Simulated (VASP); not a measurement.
Runs of VASP 6.6.1 on Ca3WN4. The structure is that of space group Pm-3m (No. 221), or close to it. The cells are those of the table. The cell was generated, and may not be a known phase.

```tsv
task	spin	cell	k mesh	cutoff (eV)	gap on the mesh (eV)	pressure (GPa)	relaxed volume (Å³/atom)
relaxation of cell and atoms	off	relaxed from a = 4.661 Å, 8 atoms	8 × 8 × 8	600	none	0.0	12.71
single point	off	a = 4.659 Å, 8 atoms	8 × 8 × 8	520	none	0.8	-
single point	off	a = 5.021 Å, 8 atoms	4 × 4 × 4	520	none	-20.4	-
relaxation of cell and atoms	off	relaxed from a = 5.021 Å, 8 atoms	4 × 4 × 4	600	none	-0.1	(a)
single point	collinear, zero start	a = 5.021 Å, 8 atoms	4 × 4 × 4	520	none	-20.4	-
single point	off	a = 4.661 Å, 8 atoms	4 × 4 × 4	520	none	0.4	-
```

Alike in all rows: level PBE; potentials or basis VASP PAW PBE potentials, release 64 (Ca_sv, W_sv, N); smearing gaussian 0.1 eV.

**Question.** Fill in the values left out.

**Answer.** (a) 12.70.

Caveats: spin-orbit coupling is left out, which moves the levels of the heavy elements; the cell stands under tension (at least some runs); the volume moved by over 15 % at a fixed basis, so the end points are rough (at least some runs).

A k mesh can miss the band edges, and the runs leave out spin-orbit coupling on W.

A gap of «none» marks levels without a gap at the run's occupations.
